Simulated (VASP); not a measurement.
Crystal: ZrB.

```
CELL_PARAMETERS angstrom
0.00000 2.32500 2.32500
2.32500 0.00000 2.32500
2.32500 2.32500 0.00000
ATOMIC_POSITIONS crystal
Zr 0.00000 0.00000 0.00000
B 0.50000 0.50000 0.50000
```

| Property | Result |
| --- | --- |
| Program | VASP 6.6.1 |
| Task | relaxation of cell and atoms |
| Functional | PBEsol |
| Dispersion | D4 |
| Potentials or basis | VASP PAW PBE potentials, release 64 (Zr_sv, B) |
| Cutoff | 600 eV |
| k mesh | 10 × 10 × 10 |
| Occupations | fermi-dirac, width 0.05 eV |
| Spin | no spin polarisation |

At the start: pressure 26.9 GPa; volume 12.57 Å³/atom.

Task: Where does the relaxation end?

Result: Over 4 steps the energy falls by 125.3 meV/atom and the volume is 14.22 Å³/atom (+13.2 %); space group Fm-3m (No. 225, to 0.05 Å).

The path:
```
step  energy change (eV)  largest force (eV/Å)  pressure (GPa)  volume (Å³)
   1              0.0000                0.0000           26.95        25.14
   2              0.1375                0.0000          -20.77        33.64
   3             -0.2502                0.0000           -0.80        28.56
   4             -0.2505                0.0000           -0.10        28.45
```

Final structure:
```
Zr B
1.0
     0.00000    2.42288    2.42288
     2.42288    0.00000    2.42288
     2.42288    2.42288    0.00000
Zr B
1 1
Direct
  0.00000 0.00000 0.00000
  0.50000 0.50000 0.50000
```

Caveat: the PAW data sets were made with another functional, which shifts forces and pressure a little; the volume moved by +13 % from the deposited cell, more than functionals usually miss; pairwise dispersion overbinds metals, which lowers pressure and volume.
